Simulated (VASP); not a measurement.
A run of VASP 6.6.1 is set up as follows.

Contents of INCAR:

```
PREC     = Accurate       # precision mode
ENCUT    = 520            # plane-wave cutoff, eV
EDIFF    = 1E-7           # SCF threshold, eV
ISMEAR   = -1             # smearing method
SIGMA    = 0.05           # smearing width, eV
LREAL    = Auto         
LASPH    = True           # aspherical terms in the spheres
NELM     = 150            # most SCF steps
ALGO     = Normal         # electronic algorithm
ISIF     = 2              # what is computed and relaxed
LWAVE    = False          # write WAVECAR
LCHARG   = True           # write CHGCAR
ISPIN    = 2              # spin polarisation
MAGMOM   = 0 0 0 0 0 0 0 0 0 0 0 0 0 0 0 0 0 # initial moments
LORBIT   = 11             # projections on sites
LELF     = True           # ELF
LVHAR    = True         
NBANDS   = 53             # bands
```

KPOINTS

```
regular mesh
0
Gamma
  2 2 2
```

POSCAR

```
Mg8O9
1.0
    0.0000000000      3.8990000000      3.8990000000
    3.8990000000      0.0000000000      3.8990000000
    3.8990000000      3.8990000000      0.0000000000
Mg O
8 9
Direct
   -0.0170171839      0.0771864581     -0.0165298795
    0.0493588100      0.0336624776      0.4742882790
    0.0413182867      0.5631956912     -0.0545011541
    0.0240061554      0.5540651449      0.4385996409
    0.5191972301      0.0436650423     -0.0446652988
    0.4956912029     -0.0006668377      0.4859451141
    0.4931777379      0.5565786099     -0.0416517056
    0.5186201590      0.5320851500      0.4696332393
    0.2633752244      0.2850474481      0.2074890998
    0.2631572198      0.2893434214      0.7053731726
    0.2486663247      0.7993203385      0.2098871506
    0.2606694024      0.7991664529      0.7163503462
    0.7386252885      0.1723005899      0.3735573224
    0.7651064375      0.2871890228      0.7209156194
    0.7571941523      0.7875096179      0.2258784304
    0.7675686073      0.7643113619      0.7425621954
    0.7763272634      0.4043344447      1.1194665299
```

Potentials or basis: VASP PAW LDA potentials, release 64 (Mg, O).

Command:

```console
$ cat potpaw_LDA.64/Mg/POTCAR potpaw_LDA.64/O/POTCAR > POTCAR
$ mpirun -np 1 vasp_std > vasp.out
```

Q: What does it give for the largest force?

A: 3.053 eV/Å.

Q: What does it give for the net moment?

A: 0.00 μB per cell.

Q: What does it give for the band gap on the k mesh?

A: 5.62 eV.

Forces on the atoms (eV/Å):
```
Mg  -1.209  0.558 -0.040
Mg   0.024 -0.948 -2.054
Mg  -0.394 -0.244  0.545
Mg   1.628  1.629 -2.004
Mg  -1.023 -0.176 -0.732
Mg   1.423  0.205  2.399
Mg  -0.299  0.541  0.279
Mg  -0.568 -0.638 -0.343
O    0.441  0.667  1.493
O    0.937  0.004 -0.146
O    0.214  1.046  1.362
O   -0.108  1.177 -2.022
O   -0.987  0.977 -0.197
O    0.736 -0.184  0.649
O   -0.365 -0.743  0.951
O   -0.552 -2.078  1.753
O    0.104 -1.792 -1.895
```

Caveat: the k points lie up to 0.70 Å⁻¹ apart.
